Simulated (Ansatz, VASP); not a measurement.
# Two plane-wave programs on LiNbO3

```
CELL_PARAMETERS angstrom
2.57565 1.48705 4.62180
-2.57565 1.48705 4.62180
0.00000 -2.97410 4.62180
ATOMIC_POSITIONS crystal
Li 0.30210 0.30210 0.30210
Li 0.80210 0.80210 0.80210
Nb 0.01920 0.01920 0.01920
Nb 0.51920 0.51920 0.51920
O 0.13110 0.37830 0.74050
O 0.74050 0.13110 0.37830
O 0.37830 0.74050 0.13110
O 0.24050 0.87830 0.63110
O 0.87830 0.63110 0.24050
O 0.63110 0.24050 0.87830
```

Alike in both runs: task relaxation of cell and atoms; functional PBEsol; k mesh 4 × 4 × 4; no spin polarisation.

|  | VASP | Ansatz |
| --- | --- | --- |
| version | VASP 6.6.1 | Ansatz 0.2.0 |
| potentials or method | VASP PAW PBE potentials, release 64 (Li_sv, Nb_sv, O) | scalar-relativistic, plane waves, PAW |
| plane-wave cutoff (eV) | 600 | 420 |
| occupations | gaussian, width 0.01 eV | fixed |
| valence electrons in the cell | 68 | 68 |

|  | VASP | Ansatz | Ansatz less VASP |
| --- | --- | --- | --- |
| gap on the k mesh at the Fermi level, each at its own relaxed structure (eV) | 3.51 | 3.54 | +0.029 |
| relaxed volume (Å³/atom) | 10.49 | 10.52 | +0.036 |
| relaxed cell length with the largest relative difference (Å) | 5.473 | 5.480 | +0.0062 |

VASP's potentials were made for PBE, not for PBEsol.

Noted on VASP's run: the cutoff is short for stress, so the pressure is rough.
